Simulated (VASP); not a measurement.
# MoS2 (P6_3/mmc) in VASP: a series of runs

Runs on MoS2. Level: PBEsol. Tasks: relaxation of cell and atoms.

All numbers are computed with VASP 6.6.1; they aren't measurements. Logs are shortened: lines on timing, memory, paths and dates and some standing lists are left out, and cuts for length are marked.

### Step 1. The cell of the first run

It takes space group P6_3/mmc (No. 194, hexagonal). Conventional cell: a = 3.141 Å, b = 3.141 Å, c = 12.585 Å, α = 90.00°, β = 90.00°, γ = 120.00°. Within 3.2 Å of Mo (site symmetry -6m2) lie 6 S at 2.39 Å and 6 Mo at 3.14 Å. Within 3.2 Å of S (site symmetry 3m) lie 3 Mo at 2.39 Å and 7 S at 3.12 to 3.14 Å.

### Step 2. Relaxation of cell and atoms, PBEsol

Contents of INCAR:

```
PREC = Accurate ; ENCUT = 600
EDIFF = 1E-7 ; ISMEAR = 0
SIGMA = 0.02 ; LREAL = False
LASPH = True ; NELM = 80
ALGO = Normal ; ISIF = 3
LWAVE = False ; LCHARG = False
GGA = PS ; IBRION = 2
NSW = 100 ; EDIFFG = -0.005
```

Contents of KPOINTS:

```
regular mesh
0
Gamma
  12 12 2
```

Contents of POSCAR:

```
MoS2
1.0
    3.1413883560      0.0000000000      0.0000000000
   -1.5706941780      2.7205221194      0.0000000000
    0.0000000000      0.0000000000     12.5850888989
Mo S
2 4
Direct
    0.6666666667      0.3333333333      0.2500000000
    0.3333333333      0.6666666667      0.7500000000
    0.6666666667      0.3333333333      0.6261196876
    0.3333333333      0.6666666667      0.3738803124
    0.6666666667      0.3333333333      0.8738803124
    0.3333333333      0.6666666667      0.1261196876
```

Potentials or basis: VASP PAW PBE potentials, release 64 (Mo_sv, S).

Started as:

```console
$ cat potpaw_PBE.64/Mo_sv/POTCAR potpaw_PBE.64/S/POTCAR > POTCAR
$ mpirun -np 1 vasp_std > vasp.out
```

OUTCAR:

```text
PREC = Accurate
   ENCUT = 600
   EDIFF = 1E-7
   ISMEAR = 0
   LREAL = False
   LASPH = True
   NELM = 80
   ISIF = 3
   GGA = PS
   IBRION = 2
   NSW = 100
   EDIFFG = -0.005

 ion  position               nearest neighbor table
   1  0.667  0.333  0.250-   4 2.39   6 2.39   4 2.39   6 2.39   4 2.39   6 2.39
   2  0.333  0.667  0.750-   3 2.39   5 2.39   3 2.39   5 2.39   3 2.39   5 2.39
   3  0.667  0.333  0.626-   2 2.39   2 2.39   2 2.39
   4  0.333  0.667  0.374-   1 2.39   1 2.39   1 2.39
   5  0.667  0.333  0.874-   2 2.39   2 2.39   2 2.39
   6  0.333  0.667  0.126-   1 2.39   1 2.39   1 2.39

  LATTYP: Found a hexagonal cell.
 ALAT       =     3.1413883560
 C/A-ratio  =     4.0062187392

  Lattice vectors:

 A1 = (   3.1413883560,   0.0000000000,   0.0000000000)
 A2 = (  -1.5706941780,   2.7205221194,   0.0000000000)
 A3 = (   0.0000000000,   0.0000000000,  12.5850888989)

Analysis of symmetry for initial positions (statically):
=====================================================================
 Subroutine PRICEL returns:
 Original cell was already a primitive cell.

 Routine SETGRP: Setting up the symmetry group for a
 hexagonal supercell.

 Subroutine GETGRP returns: Found 24 space group operations
 (whereof 12 operations were pure point group operations)
 out of a pool of 24 trial point group operations.

The static configuration has the point symmetry D_3d.
 The point group associated with its full space group is D_6h.

Analysis of symmetry for dynamics (positions and initial velocities):
=====================================================================
 Subroutine PRICEL returns:
 Original cell was already a primitive cell.

 Routine SETGRP: Setting up the symmetry group for a
 hexagonal supercell.

 Subroutine GETGRP returns: Found 24 space group operations
 (whereof 12 operations were pure point group operations)
 out of a pool of 24 trial point group operations.

The dynamic configuration has the point symmetry D_3d.
 The point group associated with its full space group is D_6h.

 Subroutine INISYM returns: Found 24 space group operations
 (whereof 12 operations are pure point group operations),
 and found     1 'primitive' translations

----------------------------------------------------------------------------------------

                                     Primitive cell

  volume of cell :     107.5549

  direct lattice vectors                    reciprocal lattice vectors
     3.141388356  0.000000000  0.000000000     0.318330587  0.183788250  0.000000000
    -1.570694178  2.720522119  0.000000000     0.000000000  0.367576500  0.000000000
     0.000000000  0.000000000 12.585088899     0.000000000  0.000000000  0.079459113

  length of vectors
     3.141388356  3.141388356 12.585088899     0.367576500  0.367576500  0.079459113

  position of ions in fractional coordinates (direct lattice)
     0.666666667  0.333333333  0.250000000
     0.333333333  0.666666667  0.750000000
     0.666666667  0.333333333  0.626119688
     0.333333333  0.666666667  0.373880312
     0.666666667  0.333333333  0.873880312
     0.333333333  0.666666667  0.126119688

  ion indices of the primitive-cell ions
   primitive index   ion index
                 1           1
                 2           2
                 3           3
                 4           4
                 5           5
                 6           6

----------------------------------------------------------------------------------------

 KPOINTS: regular mesh

Automatic generation of k-mesh.
 Grid dimensions read from file:
 generate k-points for:   12   12    2

 Generating k-lattice:

  Cartesian coordinates                     Fractional coordinates (reciprocal lattice)
     0.026527549  0.015315688  0.000000000     0.083333333  0.000000000  0.000000000
     0.000000000  0.030631375  0.000000000     0.000000000  0.083333333  0.000000000
     0.000000000  0.000000000  0.039729556     0.000000000  0.000000000  0.500000000

  Length of vectors
     0.030631375  0.030631375  0.039729556

  Shift w.r.t. Gamma in fractional coordinates (k-lattice)
     0.000000000  0.000000000  0.000000000

 Subroutine IBZKPT returns following result:
 ===========================================

 Found     38 irreducible k-points:

 Following reciprocal coordinates:
            Coordinates               Weight
  0.000000  0.000000  0.000000      1.000000
  0.083333 -0.000000  0.000000      6.000000
  0.166667 -0.000000  0.000000      6.000000
  0.250000 -0.000000  0.000000      6.000000
  0.333333 -0.000000  0.000000      6.000000
  0.416667 -0.000000  0.000000      6.000000
[... 16 lines left out ...]
  0.250000 -0.000000  0.500000      6.000000
  0.333333 -0.000000  0.500000      6.000000
 [... further k-points ...]
   k-points           NKPTS =     38   k-points in BZ     NKDIM =     38   number of bands    NBANDS=     31
   number of dos      NEDOS =    301   number of ions     NIONS =      6
   total plane-waves  NPLWV =  84672
   dimension x,y,z NGX =    28 NGY =   28 NGZ =  108
   dimension x,y,z NGXF=    56 NGYF=   56 NGZF=  216
   ions per type =               2   4
   NGX,Y,Z   is equivalent  to a cutoff of  14.82, 14.82, 14.27 a.u.
   NGXF,Y,Z  is equivalent  to a cutoff of  29.64, 29.64, 28.53 a.u.
 SYSTEM =  unknown system
   PREC   = accura    normal or accurate (medium, high low for compatibility)
   ISTART =      0    job   : 0-new  1-cont  2-samecut
   ICHARG =      2    charge: 1-file 2-atom 10-const
   ISPIN  =      1    spin polarized calculation?
   LNONCOLLINEAR =      F non collinear calculations
   LSORBIT =      F    spin-orbit coupling
   LASPH  =      T    aspherical Exc in radial PAW
   ENCUT  =  600.0 eV  44.10 Ry    6.64 a.u.   6.27  6.27 25.14*2*pi/ulx,y,z
   NELM   =     80;   NELMIN=  2; NELMDL= -5     # of ELM steps
   EDIFF  = 0.1E-06   stopping-criterion for ELM
   LREAL  =      F    real-space projection
   EDIFFG = -.5E-02   stopping-criterion for IOM
   NSW    =    100    number of steps for IOM
   IBRION =      2    ionic relax: 0-MD 1-quasi-New 2-CG
   NFREE  =      1    steps in history (QN), initial steepest desc. (CG)
   ISIF   =      3    stress and relaxation
   ISYM   =      2    0-nonsym 1-usesym 2-fastsym
   POTIM  = 0.5000    time-step for ionic-motion
   TEBEG  =    0.0;   TEEND  =   0.0 temperature during run
   PSTRESS=    0.0 pullay stress
   NELECT =      52.0000    total number of electrons
   NUPDOWN=      -1.0000    fix difference up-down
   EMIN   =  10.00;   EMAX   =-10.00  energy-range for DOS
   EFERMI =   0.00;   METHOD = LEGACY
   ISMEAR =     0;   SIGMA  =   0.02  broadening in eV -4-tet -1-fermi 0-gaus
   EFERMI_NEDOS =   21; number of points for ismear=-14 and -15
   IALGO  =     38    algorithm
   IMIX   =      4    mixing-type and parameters
     AMIX     =   0.40;   BMIX     =  1.00
     AMIX_MAG =   1.60;   BMIX_MAG =  1.00
  volume/ion in A,a.u.               =      17.93       120.97
  Fermi-wavevector in a.u.,A,eV,Ry     =   1.284890  2.428090 22.462427  1.650942
  Thomas-Fermi vector in A             =   2.417057
   LORBIT       =      0    0 simple, 1 ext, 2 COOP (PROOUT), +10 PAW based schemes
   GGA     = PS    functional components
   LHFCALC =     F    Hartree Fock is set to
   AEXX    =    0.0000 exact exchange contribution
   IVDW    =     0    specifies the selected vdW correction
   LEPSILON=     F    determine dielectric tensor
   LRPA    =     F    only Hartree local field effects (RPA)
 conjugate gradient relaxation of ions
 non-spin polarized calculation
 Gauss-broadening in eV      SIGMA  =   0.02
  energy-cutoff  :      600.00
  volume of cell :      107.55
 maximum number of plane-waves:      3626
 NGX is ok and might be reduce to    28
   NGX = 13   NGY = 13   NGZ = 51

 number of electron      51.9999998 magnetization

 Free energy of the ion-electron system (eV)
  ---------------------------------------------------
  ext. energy  EPLUGINS =         0.00000000
  ---------------------------------------------------
  free energy    TOTEN  =       -46.90749837 eV

  energy without entropy =      -46.90749837  energy(sigma->0) =      -46.90749837

 E-fermi :   7.4957     XC(G=0): -10.9210

 val. band max:        7.2518301305   @ k =   0.0000   0.0000   0.0000
 cond. band min:       8.2494617535   @ k =   0.1667   0.1667   0.0000
 fundamental gap:      0.9976316230
 Fermi energy:         7.4956530856

 k-point     1 :       0.0000    0.0000    0.0000
  band No.  band energies     occupation
      1     -54.0293      2.00000
      2     -54.0293      2.00000
      3     -28.2412      2.00000
      4     -28.2411      2.00000
      5     -27.9786      2.00000
      6     -27.9786      2.00000
[... 23 lines left out ...]
     30       9.5694      0.00000
     31       9.7752      0.00000

 k-point     2 :       0.0833   -0.0000    0.0000
  band No.  band energies     occupation
      1     -54.0263      2.00000
      2     -54.0263      2.00000
      3     -28.2353      2.00000
      4     -28.2352      2.00000
      5     -28.0085      2.00000
      6     -28.0084      2.00000
[... 23 lines left out ...]
     30       9.6212      0.00000
     31       9.6275      0.00000

 k-point     3 :       0.1667   -0.0000    0.0000
  band No.  band energies     occupation
      1     -54.0180      2.00000
      2     -54.0180      2.00000
      3     -28.2192      2.00000
      4     -28.2192      2.00000
      5     -28.0892      2.00000
      6     -28.0892      2.00000
[... 703 lines left out ...]
     30       9.1302      0.00000
     31       9.8663      0.00000

 k-point    24 :       0.3333   -0.0000    0.5000
  band No.  band energies     occupation
      1     -53.9953      2.00000
      2     -53.9953      2.00000
      3     -28.3048      2.00000
      4     -28.3048      2.00000
      5     -28.1750      2.00000
      6     -28.1750      2.00000
[... 23 lines left out ...]
     30       9.0636      0.00000
     31      10.3088      0.00000

 [... further k-points ...]

------------------------ aborting loop because EDIFF is reached ----------------------------------------

  FORCE on cell =-STRESS in cart. coord.  units (eV):
  Direction    XX          YY          ZZ          XY          YZ          ZX
  --------------------------------------------------------------------------------------
  -------------------------------------------------------------------------------------
  Total        0.0015780      0.0015780     -0.0170553      0.0000000      0.0000000      0.0000000
  in kB        0.0235068      0.0235068     -0.2540622      0.0000000      0.0000000      0.0000000
  external PRESSURE =      -0.0690162 kB  Pullay stress =       0.0000000 kB

 VOLUME and BASIS-vectors are now :
 -----------------------------------------------------------------------------
  energy-cutoff  :      600.00
  volume of cell :      107.55
      direct lattice vectors                 reciprocal lattice vectors
     3.141388356  0.000000000  0.000000000     0.318330587  0.183788250  0.000000000
    -1.570694178  2.720522119  0.000000000     0.000000000  0.367576500  0.000000000
     0.000000000  0.000000000 12.585088899     0.000000000  0.000000000  0.079459113

 POSITION                                       TOTAL-FORCE (eV/Angst)
 -----------------------------------------------------------------------------------
      1.57069      0.90684      3.14627        -0.000000      0.000000      0.000000
     -0.00000      1.81368      9.43882        -0.000000     -0.000000      0.000000
      1.57069      0.90684      7.87977         0.000000     -0.000000     -0.000803
     -0.00000      1.81368      4.70532        -0.000000      0.000000      0.000803
      1.57069      0.90684     10.99786         0.000000     -0.000000      0.000803
     -0.00000      1.81368      1.58723        -0.000000     -0.000000     -0.000803
 -----------------------------------------------------------------------------------
    total drift:                               -0.000000      0.000000     -0.000000

  FREE ENERGIE OF THE ION-ELECTRON SYSTEM (eV)
  ---------------------------------------------------
  free  energy   TOTEN  =       -46.9074983706 eV

  energy  without entropy=      -46.9074983706  energy(sigma->0) =      -46.90749837

 reached required accuracy - stopping structural energy minimisation
```

Wall time 4 min (1 thread of Intel Xeon 8259CL, shared host); peak memory 0.35 GiB.

Results:

| Quantity | Value |
| --- | --- |
| Free energy | -46.9075 eV |
| Pressure after relaxing | 0.0 GPa |
| Band gap on the k mesh | 1.00 eV (least direct gap 1.75 eV) |

Final structure:
```
Mo S
1.0
     3.14139    0.00000    0.00000
    -1.57069    2.72052    0.00000
     0.00000    0.00000   12.58509
Mo S
2 4
Direct
  0.66667 0.33333 0.25000
  0.33333 0.66667 0.75000
  0.66667 0.33333 0.62612
  0.33333 0.66667 0.37388
  0.66667 0.33333 0.87388
  0.33333 0.66667 0.12612
```

Levels at points of the mesh, in eV from the valence-band top:
| k point | band 23 | band 24 | band 25 | band 26 | band 27 | band 28 | band 29 | band 30 |
| --- | --- | --- | --- | --- | --- | --- | --- | --- |
| (0.00, 0.00, 0.00) | -2.03 | -1.31 | -1.12 | 0.00 | 2.29 | 2.30 | 2.31 | 2.32 |
| (0.50, 0.00, 0.00) | -1.55 | -1.40 | -1.31 | -1.23 | 1.81 | 1.84 | 2.20 | 2.45 |
| (0.00, 0.00, 0.50) | -2.04 | -2.04 | -0.29 | -0.29 | 2.30 | 2.30 | 2.30 | 2.30 |
| (0.50, 0.00, 0.50) | -1.48 | -1.48 | -1.26 | -1.26 | 1.82 | 1.82 | 2.33 | 2.33 |

Caveat: the relaxation stopped at its first step, so nothing moved; the PAW data sets were made with another functional, which shifts forces and pressure a little; this functional lacks dispersion, which binds the layers, so the pressure and a relaxed spacing across them are unreliable.

[end of part 1 of 2]
